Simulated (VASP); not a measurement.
A run of VASP 6.6.1 is set up as follows.

The input INCAR:

```
SYSTEM = Pb
  ALGO = Normal
  EDIFF = 1E-7
  ENCUT = 520
  ISIF = 2
  ISMEAR = -1
  LASPH = .TRUE.
  LCHARG = .FALSE.
  LREAL = .FALSE.
  LWAVE = .FALSE.
  NBANDS = 13
  NELM = 60
  PREC = Accurate
  SIGMA = 1.0
```

File KPOINTS:

```
k-points
0
G
  11 11 11
  0 0 0
```

Contents of POSCAR:

```
Pb
1.0
    0.0000000000      2.4375492138      2.4375492138
    2.4375492138      0.0000000000      2.4375492138
    2.4375492138      2.4375492138      0.0000000000
Pb
1
Direct
    0.0000000000      0.0000000000      0.0000000000
```

Potentials or basis: VASP PAW LDA potentials, release 64 (Pb_d).

The run is started by

```bash
$ cat potpaw_LDA.64/Pb_d/POTCAR > POTCAR
$ mpirun -np 1 vasp_std > vasp.out
```

Predict the pressure.

4.2 GPa.

What does it give for the band gap on the k mesh?

Zero (band 7 reaches 15.26 eV, above the bottom of band 8 at 6.00 eV).

Caveat: spin-orbit coupling is left out, which moves the levels of the heavy elements.
